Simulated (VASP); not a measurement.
CoSi: relaxation of cell and atoms with PBEsol

The system is CoSi.

```
CELL_PARAMETERS angstrom
4.43074 0.00000 0.00000
0.00000 4.43074 0.00000
0.00000 0.00000 4.43074
ATOMIC_POSITIONS crystal
Co 0.14503 0.14503 0.14503
Co 0.35497 0.85497 0.64503
Co 0.64503 0.35497 0.85497
Co 0.85497 0.64503 0.35497
Si 0.84319 0.84319 0.84319
Si 0.65681 0.15681 0.34319
Si 0.34319 0.65681 0.15681
Si 0.15681 0.34319 0.65681
```

```json
{"Program": "VASP 6.6.1", "Task": "relaxation of cell and atoms", "Functional": "PBEsol", "Potentials or basis": "VASP PAW PBE potentials, release 64 (Co, Si)", "Cutoff": "600 eV", "k mesh": "6 × 6 × 6", "Occupations": "fermi-dirac, width 0.02 eV", "Spin": "no spin polarisation", "Dipole correction": "no", "Further INCAR settings": "ALGO = Normal; EDIFF = 1e-06; IBRION = 2; EDIFFG = -0.005; NSW = 80; ISIF = 3"}
```

The relaxed volume is 10.55 Å³/atom, the relaxed cell is a = 4.387 Å, b = 4.387 Å, c = 4.387 Å, α = 90.00°, β = 90.00°, γ = 90.00° and the space group after relaxing (to 0.05 Å) is P2_13 (No. 198). The energy gained by relaxing is 7.1 meV/atom. The ionic steps are 17. The pressure after relaxing is 0.0 GPa, the largest force after relaxing is 0.005 eV/Å and the band gap on the k mesh is zero (band 26 reaches 12.46 eV, above the bottom of band 27 at 12.23 eV).

Forces on the atoms (eV/Å):
```
Co   0.001  0.001  0.001
Co  -0.001 -0.001  0.001
Co   0.001 -0.001 -0.001
Co  -0.001  0.001 -0.001
Si  -0.003 -0.003 -0.003
Si   0.003  0.003 -0.003
Si  -0.003  0.003  0.003
Si   0.003 -0.003  0.003
```

Step by step:
```
step  energy change (eV)  largest force (eV/Å)  pressure (GPa)  volume (Å³)
   1              0.0000                0.0245           -6.86        86.98
   2              0.0435                0.1521           10.34        81.25
   3             -0.0560                0.0499           -0.09        84.46
   4             -0.0560                0.0515            0.02        84.41
   5             -0.0564                0.0332            0.09        84.39
   6             -0.0567                0.0066            0.11        84.37
   7             -0.0566                0.0034           -0.19        84.47
   8             -0.0567                0.0056           -0.01        84.40
   9             -0.0567                0.0054            0.00        84.40
  10             -0.0567                0.0045           -0.08        84.43
  11             -0.0567                0.0052           -0.06        84.41
  12             -0.0567                0.0054           -0.03        84.41
  13             -0.0567                0.0055            0.07        84.40
  14             -0.0567                0.0029           -0.08        84.44
  15             -0.0567                0.0039           -0.14        84.42
  16             -0.0567                0.0047           -0.08        84.41
  17             -0.0567                0.0050           -0.05        84.41
```

Final structure:
```
Co Si
1.0
     4.38663    0.00000    0.00000
     0.00000    4.38663    0.00000
     0.00000    0.00000    4.38663
Co Si
4 4
Direct
  0.14574 0.14574 0.14574
  0.35426 0.85426 0.64574
  0.64574 0.35426 0.85426
  0.85426 0.64574 0.35426
  0.84339 0.84339 0.84339
  0.65661 0.15661 0.34339
  0.34339 0.65661 0.15661
  0.15661 0.34339 0.65661
```

Levels at points of the mesh, in eV from the Fermi level:
| k point | band 22 | band 23 | band 24 | band 25 | band 26 | band 27 | band 28 | band 29 | band 30 | band 31 |
| --- | --- | --- | --- | --- | --- | --- | --- | --- | --- | --- |
| (0.00, 0.00, 0.00) | -0.95 | -0.81 | -0.81 | 0.00 | 0.00 | 0.00 | 2.65 | 2.65 | 2.65 | 3.01 |
| (0.50, 0.00, 0.00) | -1.08 | -0.67 | -0.67 | -0.51 | -0.51 | 1.05 | 1.05 | 1.60 | 1.60 | 4.39 |
| (0.50, 0.50, 0.00) | -1.55 | -1.04 | -1.04 | -0.04 | -0.04 | 0.63 | 0.63 | 2.13 | 2.13 | 2.62 |
| (0.50, 0.50, 0.50) | -1.28 | -1.28 | -1.28 | -0.23 | -0.23 | -0.23 | -0.23 | 5.63 | 5.63 | 5.63 |

Run time: 7.5 min on 1 thread of Intel(R) Xeon(R) Platinum 8375C CPU @ 2.90GHz (Ice Lake), on a shared host, peak memory 0.22 GiB.

Caveat: the PAW data sets were made with another functional, which shifts forces and pressure a little. Spin polarisation is off, so any magnetic state and its effect on volume and gap are missing.
